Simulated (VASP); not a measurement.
Runs of VASP 6.6.1 on BAs. The structure is that of space group F-43m (No. 216), or close to it. The cells are those of the table. 

```tsv
cell	gap on the mesh (eV)	pressure (GPa)
a = 3.446, b = 3.446, c = 3.378 Å, angles 60.7, 60.7, 58.7°, 2 atoms	(c)	(a)
a = 3.581, b = 3.581, c = 3.513 Å, angles 60.6, 60.6, 58.7°, 2 atoms	1.25	-15.5
a = 3.243 Å, angles 60.0°, 2 atoms	(b)	23.7
a = 3.311, b = 3.311, c = 3.243 Å, angles 60.7, 60.7, 58.6°, 2 atoms	0.93	14.9
a = 3.108 Å, angles 60.0°, 2 atoms	1.07	60.9
```

Alike in all rows: task single point; level r2SCAN; potentials or basis VASP PAW PBE potentials, release 64 (B, As); no spin polarisation; k mesh 10 × 10 × 10; cutoff (eV) 520; smearing gaussian 0.05 eV.

Question: Estimate the missing entries.

Answer: (a) -4.4; (b) 1.23; (c) 1.11.

Caveats: the PAW data sets were made with another functional, which shifts forces and pressure a little.

A k mesh can miss the band edges, and the runs leave out spin-orbit coupling on As.
